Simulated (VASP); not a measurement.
# SiO2 in VASP: notebook

Runs on SiO2. Level: PBE+D3(BJ). Tasks: single point.

Program: VASP 6.6.1. These are calculated values, not measurements. Logs are shortened: lines on timing, memory, paths and dates and some standing lists are left out, and cuts for length are marked.

### 1 The cell of the first run

The cell holds a slab with vacuum, 24 atoms: a = 5.913 Å, b = 5.332 Å, c = 16.768 Å, α = 90.00°, β = 90.00°, γ = 90.00°.

### 2 Single point, PBE+D3(BJ)

INCAR reads:

```
  ALGO = Normal
  EDIFF = 1E-7
  ENCUT = 520
  GGA = PE
  ISIF = 2
  ISMEAR = -1
  IVDW = 12
  LASPH = True
  LCHARG = False
  LREAL = Auto
  LWAVE = False
  NBANDS = 82
  NELM = 100
  PREC = Accurate
  SIGMA = 0.02
```

KPOINTS reads:

```
k-points
0
Gamma
  2 2 1
```

POSCAR reads:

```
SiO2
1.0
    5.9131100000      0.0000000000      0.0000000000
    0.0000000000      5.3324000000      0.0000000000
    0.0000000000      0.0000000000     16.7677400000
Si O
8 16
Direct
    0.0000000000      0.0000000000      0.0596383000
    0.5000000000      0.2500000000      0.0596383000
    0.5000000000      0.0000000000      0.2687986646
    1.0000000000      0.2500000000      0.2443314783
    0.0000000000      0.5000000000      0.0596383000
    0.5000000000      0.7500000000      0.0596383000
    0.5000000000      0.5000000000      0.2687986646
    1.0000000000      0.7500000000      0.2443314783
    0.0000000000      0.0000000000      0.1631523850
    0.1937000000      0.2500000000      0.0596383000
    0.5000000000      0.0000000000      0.1164441235
    0.8063000000      0.2500000000      0.0596383000
    0.5000000000      0.0000000000      0.3666837480
    0.6881939567      0.2500000000      0.2412812149
    0.0000000000      0.0000000000      0.3048959123
    0.3118060433      0.2500000000      0.2412812149
    0.0000000000      0.5000000000      0.1631523850
    0.1937000000      0.7500000000      0.0596383000
    0.5000000000      0.5000000000      0.1164441235
    0.8063000000      0.7500000000      0.0596383000
    0.5000000000      0.5000000000      0.3666837480
    0.6881939567      0.7500000000      0.2412812149
    0.0000000000      0.5000000000      0.3048959123
    0.3118060433      0.7500000000      0.2412812149
```

Potentials or basis: VASP PAW PBE potentials, release 64 (Si, O).

On the command line:

```
$ cat potpaw_PBE.64/Si/POTCAR potpaw_PBE.64/O/POTCAR > POTCAR
$ mpirun -np 1 vasp_std > vasp.out
```

OUTCAR:

```text
EDIFF = 1E-7
   ENCUT = 520
   GGA = PE
   ISIF = 2
   ISMEAR = -1
   IVDW = 12
   LASPH = True
   LREAL = Auto
   NELM = 100
   PREC = Accurate
 IVDW          = 12

 ion  position               nearest neighbor table
   1  0.000  0.000  0.060-   9 1.74  10 1.76  12 1.76  18 1.76  20 1.76   5 2.67   5 2.67
   2  0.500  0.250  0.060-  11 1.64  19 1.64  12 1.81  10 1.81   6 2.67   6 2.67
   3  0.500  0.000  0.269-  13 1.64  14 1.80  16 1.80  22 1.80  24 1.80  11 2.55   7 2.67   7 2.67

   4  0.000  0.250  0.244-  15 1.68  23 1.68  16 1.84  14 1.84  17 1.91   9 1.91   8 2.67   8 2.67

   5  0.000  0.500  0.060-  17 1.74  12 1.76  10 1.76  18 1.76  20 1.76   1 2.67   1 2.67
   6  0.500  0.750  0.060-  11 1.64  19 1.64  18 1.81  20 1.81   2 2.67   2 2.67
   7  0.500  0.500  0.269-  21 1.64  16 1.80  14 1.80  22 1.80  24 1.80  19 2.55   3 2.67   3 2.67

   8  0.000  0.750  0.244-  15 1.68  23 1.68  22 1.84  24 1.84  17 1.91   9 1.91   4 2.67   4 2.67

   9  0.000  0.000  0.163-   1 1.74   4 1.91   8 1.91
  10  0.194  0.250  0.060-   1 1.76   5 1.76   2 1.81
  11  0.500  0.000  0.116-   2 1.64   6 1.64   3 2.55
  12  0.806  0.250  0.060-   1 1.76   5 1.76   2 1.81
  13  0.500  0.000  0.367-   3 1.64
  14  0.688  0.250  0.241-   3 1.80   7 1.80   4 1.84
  15  0.000  0.000  0.305-   4 1.68   8 1.68
  16  0.312  0.250  0.241-   3 1.80   7 1.80   4 1.84
  17  0.000  0.500  0.163-   5 1.74   4 1.91   8 1.91
  18  0.194  0.750  0.060-   1 1.76   5 1.76   6 1.81
  19  0.500  0.500  0.116-   2 1.64   6 1.64   7 2.55
  20  0.806  0.750  0.060-   1 1.76   5 1.76   6 1.81
  21  0.500  0.500  0.367-   7 1.64
  22  0.688  0.750  0.241-   3 1.80   7 1.80   8 1.84
  23  0.000  0.500  0.305-   4 1.68   8 1.68
  24  0.312  0.750  0.241-   3 1.80   7 1.80   8 1.84

  LATTYP: Found a simple orthorhombic cell.
 ALAT       =     5.3324000000
 B/A-ratio  =     1.1089021829
 C/A-ratio  =     3.1445015378

  Lattice vectors:

 A1 = (   0.0000000000,  -5.3324000000,   0.0000000000)
 A2 = (   5.9131100000,   0.0000000000,   0.0000000000)
 A3 = (   0.0000000000,   0.0000000000,  16.7677400000)

Analysis of symmetry for initial positions (statically):
=====================================================================
 Subroutine PRICEL returns following result:

  LATTYP: Found a simple orthorhombic cell.
 ALAT       =     2.6662000000
 B/A-ratio  =     2.2178043658
 C/A-ratio  =     6.2890030755

  Lattice vectors:

 A1 = (   0.0000000000,  -2.6662000000,   0.0000000000)
 A2 = (   5.9131100000,   0.0000000000,   0.0000000000)
 A3 = (   0.0000000000,   0.0000000000,  16.7677400000)

   2 primitive cells build up your supercell.

 Routine SETGRP: Setting up the symmetry group for a
 simple orthorhombic supercell.

 Subroutine GETGRP returns: Found  4 space group operations
 (whereof  4 operations were pure point group operations)
 out of a pool of  8 trial point group operations.

The static configuration has the point symmetry C_2v.

Analysis of symmetry for dynamics (positions and initial velocities):
=====================================================================
 Subroutine PRICEL returns following result:

  LATTYP: Found a simple orthorhombic cell.
 ALAT       =     2.6662000000
 B/A-ratio  =     2.2178043658
 C/A-ratio  =     6.2890030755

  Lattice vectors:

 A1 = (   0.0000000000,  -2.6662000000,   0.0000000000)
 A2 = (   5.9131100000,   0.0000000000,   0.0000000000)
 A3 = (   0.0000000000,   0.0000000000,  16.7677400000)

   2 primitive cells build up your supercell.

 Routine SETGRP: Setting up the symmetry group for a
 simple orthorhombic supercell.

 Subroutine GETGRP returns: Found  4 space group operations
 (whereof  4 operations were pure point group operations)
 out of a pool of  8 trial point group operations.

The dynamic configuration has the point symmetry C_2v.

 Subroutine INISYM returns: Found  4 space group operations
 (whereof  4 operations are pure point group operations),
 and found     2 'primitive' translations

[... 26 lines left out ...]
     0.500000000  0.311806043  0.241281215

  ion indices of the primitive-cell ions
   primitive index   ion index
                 1           1
                 2           2
                 3           3
                 4           4
                 5           9
                 6          10
                 7          11
                 8          12
                 9          13
                10          14
                11          15
                12          16

----------------------------------------------------------------------------------------

 KPOINTS: k-points

Automatic generation of k-mesh.
 Grid dimensions read from file:
 generate k-points for:    2    2    1

 Generating k-lattice:

  Cartesian coordinates                     Fractional coordinates (reciprocal lattice)
     0.084557872  0.000000000  0.000000000     0.500000000  0.000000000  0.000000000
     0.000000000  0.093766409  0.000000000     0.000000000  0.500000000  0.000000000
     0.000000000  0.000000000  0.059638329     0.000000000  0.000000000  1.000000000

  Length of vectors
     0.084557872  0.093766409  0.059638329

  Shift w.r.t. Gamma in fractional coordinates (k-lattice)
     0.000000000  0.000000000  0.000000000

 Subroutine IBZKPT returns following result:
 ===========================================

 Found      4 irreducible k-points:

 Following reciprocal coordinates:
            Coordinates               Weight
  0.000000  0.000000  0.000000      1.000000
  0.500000  0.000000  0.000000      1.000000
  0.000000  0.500000  0.000000      1.000000
  0.500000  0.500000  0.000000      1.000000
   k-points           NKPTS =      4   k-points in BZ     NKDIM =      4   number of bands    NBANDS=     82
   number of dos      NEDOS =    301   number of ions     NIONS =     24
   total plane-waves  NPLWV = 241920
   dimension x,y,z NGX =    48 NGY =   40 NGZ =  126
   dimension x,y,z NGXF=    96 NGYF=   80 NGZF=  252
   ions per type =               8  16
   NGX,Y,Z   is equivalent  to a cutoff of  13.50, 12.47, 12.49 a.u.
   NGXF,Y,Z  is equivalent  to a cutoff of  26.99, 24.94, 24.98 a.u.
 SYSTEM =  unknown system
   PREC   = accura    normal or accurate (medium, high low for compatibility)
   ISTART =      0    job   : 0-new  1-cont  2-samecut
   ICHARG =      2    charge: 1-file 2-atom 10-const
   ISPIN  =      1    spin polarized calculation?
   LNONCOLLINEAR =      F non collinear calculations
   LSORBIT =      F    spin-orbit coupling
   LASPH  =      T    aspherical Exc in radial PAW
   ENCUT  =  520.0 eV  38.22 Ry    6.18 a.u.  10.99  9.91 31.18*2*pi/ulx,y,z
   NELM   =    100;   NELMIN=  2; NELMDL= -5     # of ELM steps
   EDIFF  = 0.1E-06   stopping-criterion for ELM
   LREAL  =      T    real-space projection
   EDIFFG = 0.1E-05   stopping-criterion for IOM
   NSW    =      0    number of steps for IOM
   IBRION =     -1    ionic relax: 0-MD 1-quasi-New 2-CG
   NFREE  =      0    steps in history (QN), initial steepest desc. (CG)
   ISIF   =      2    stress and relaxation
   ISYM   =      2    0-nonsym 1-usesym 2-fastsym
   POTIM  = 0.5000    time-step for ionic-motion
   TEBEG  =    0.0;   TEEND  =   0.0 temperature during run
   PSTRESS=    0.0 pullay stress
   NELECT =     128.0000    total number of electrons
   NUPDOWN=      -1.0000    fix difference up-down
   EMIN   =  10.00;   EMAX   =-10.00  energy-range for DOS
   EFERMI =   0.00;   METHOD = LEGACY
   ISMEAR =    -1;   SIGMA  =   0.02  broadening in eV -4-tet -1-fermi 0-gaus
   EFERMI_NEDOS =   21; number of points for ismear=-14 and -15
   IALGO  =     38    algorithm
   IMIX   =      4    mixing-type and parameters
     AMIX     =   0.40;   BMIX     =  1.00
     AMIX_MAG =   1.60;   BMIX_MAG =  1.00
  volume/ion in A,a.u.               =      22.03       148.66
  Fermi-wavevector in a.u.,A,eV,Ry     =   1.020329  1.928143 14.164647  1.041072
  Thomas-Fermi vector in A             =   2.153893
   LORBIT       =      0    0 simple, 1 ext, 2 COOP (PROOUT), +10 PAW based schemes
   GGA     = PE    functional components
   LHFCALC =     F    Hartree Fock is set to
   AEXX    =    0.0000 exact exchange contribution
   IVDW    =    12    specifies the selected vdW correction
   LEPSILON=     F    determine dielectric tensor
   LRPA    =     F    only Hartree local field effects (RPA)
 non-spin polarized calculation
  energy-cutoff  :      520.00
  volume of cell :      528.70
 maximum number of plane-waves:     14216
 NGX is ok and might be reduce to    48
   NGX = 21   NGY = 19   NGZ = 63

 number of electron     127.9999923 magnetization

 Free energy of the ion-electron system (eV)
  ---------------------------------------------------
  ext. energy  EPLUGINS =         0.00000000
  ---------------------------------------------------
  free energy    TOTEN  =      -167.44524181 eV

  energy without entropy =     -167.41114733  energy(sigma->0) =     -167.42819457

 E-fermi :  -1.1009     XC(G=0):  -5.4759

 val. band max:       -1.1233268073   @ k =   0.5000   0.5000   0.0000
 cond. band min:      -1.0893624614   @ k =   0.0000   0.0000   0.0000
 fundamental gap:      0.0339643459
 Fermi energy:        -1.1008775020

 k-point     1 :       0.0000    0.0000    0.0000
  band No.  band energies     occupation
      1     -25.1114      2.00000
      2     -23.6354      2.00000
      3     -23.0250      2.00000
      4     -22.3151      2.00000
      5     -22.1990      2.00000
      6     -21.9930      2.00000
[... 305 lines left out ...]
     75       6.3959      0.00000
     76       6.3959      0.00000
 [bands above 76 left out]

------------------------ aborting loop because EDIFF is reached ----------------------------------------

 Edisp (eV)   -3.72867

 E8    (eV) :    -1.3326

  FORCE on cell =-STRESS in cart. coord.  units (eV):
  Direction    XX          YY          ZZ          XY          YZ          ZX
  --------------------------------------------------------------------------------------
  -------------------------------------------------------------------------------------
  Total      11.78342     1.07817    -0.20508     0.00000     0.00000     0.00000
  in kB      35.70827     3.26727    -0.62148     0.00000     0.00000     0.00000
  external pressure =       12.78 kB  Pullay stress =        0.00 kB

 VOLUME and BASIS-vectors are now :
 -----------------------------------------------------------------------------
  energy-cutoff  :      520.00
  volume of cell :      528.70
      direct lattice vectors                 reciprocal lattice vectors
     5.913110000  0.000000000  0.000000000     0.169115745  0.000000000  0.000000000
     0.000000000  5.332400000  0.000000000     0.000000000  0.187532818  0.000000000
     0.000000000  0.000000000 16.767740000     0.000000000  0.000000000  0.059638329

 POSITION                                       TOTAL-FORCE (eV/Angst)
 -----------------------------------------------------------------------------------
      0.00000      0.00000      1.00000         0.000000      0.000000      6.730073
      2.95655      1.33310      1.00000         0.000000      0.000000      0.264365
      2.95655      0.00000      4.50715         0.000000      0.000000     -0.177151
      0.00000      1.33310      4.09689         0.000000      0.000000     -0.081000
      0.00000      2.66620      1.00000         0.000000      0.000000      6.730073
      2.95655      3.99930      1.00000         0.000000     -0.000000      0.264365
[... 16 lines left out ...]
      0.00000      2.66620      5.11242         0.000000      0.000000      0.051953
      1.84374      3.99930      4.04574         0.009133      0.000000      0.014129
 -----------------------------------------------------------------------------------
    total drift:                               -0.000000      0.000000     -0.002039

  FREE ENERGIE OF THE ION-ELECTRON SYSTEM (eV)
  ---------------------------------------------------
  free  energy   TOTEN  =      -171.1739164479 eV

  energy  without entropy=     -171.1398219621  energy(sigma->0) =     -171.15686920
```

Wall time 6.1 min (1 thread of Intel Xeon 6975P-C (Granite Rapids), shared host); peak memory 0.54 GiB.

Results:

```yaml
Free_energy: -171.1739 eV
Largest_force: 6.730 eV/Å
Band_gap_on_the_k_mesh: zero (bands 64 and 65 overlap by 0.09 eV)
Dispersion_energy_per_atom: -0.155 eV
```

Forces on the atoms (eV/Å):
```
Si   0.000  0.000  6.730
Si   0.000  0.000  0.264
Si   0.000  0.000 -0.177
Si   0.000  0.000 -0.081
Si   0.000  0.000  6.730
Si   0.000  0.000  0.264
Si   0.000  0.000 -0.177
Si   0.000  0.000 -0.081
O    0.000  0.000  0.091
O   -1.250  0.000 -3.565
O    0.000  0.000  0.071
O    1.250  0.000 -3.565
O    0.000  0.000  0.152
O   -0.009  0.000  0.014
O    0.000  0.000  0.052
O    0.009  0.000  0.014
O    0.000  0.000  0.091
O   -1.250  0.000 -3.565
O    0.000  0.000  0.071
O    1.250  0.000 -3.565
O    0.000  0.000  0.152
O   -0.009  0.000  0.014
O    0.000  0.000  0.052
O    0.009  0.000  0.014
```

Levels at points of the mesh, in eV from the Fermi level:
```tsv
k point	band 61	band 62	band 63	band 64	band 65	band 66	band 67	band 68
(0.00, 0.00, 0.00)	-0.75	-0.16	0.01	0.03	0.23	0.77	0.85	1.03
(0.50, 0.00, 0.00)	-0.75	-0.39	-0.17	-0.05	0.54	0.85	1.00	1.63
(0.00, 0.50, 0.00)	-0.19	-0.19	-0.18	-0.18	-0.06	-0.06	0.86	0.86
(0.50, 0.50, 0.00)	-0.23	-0.23	-0.02	-0.02	0.06	0.06	0.71	0.71
```

Caveat: the k points lie up to 0.59 Å⁻¹ apart.

(Continued in part 2 of 2.)
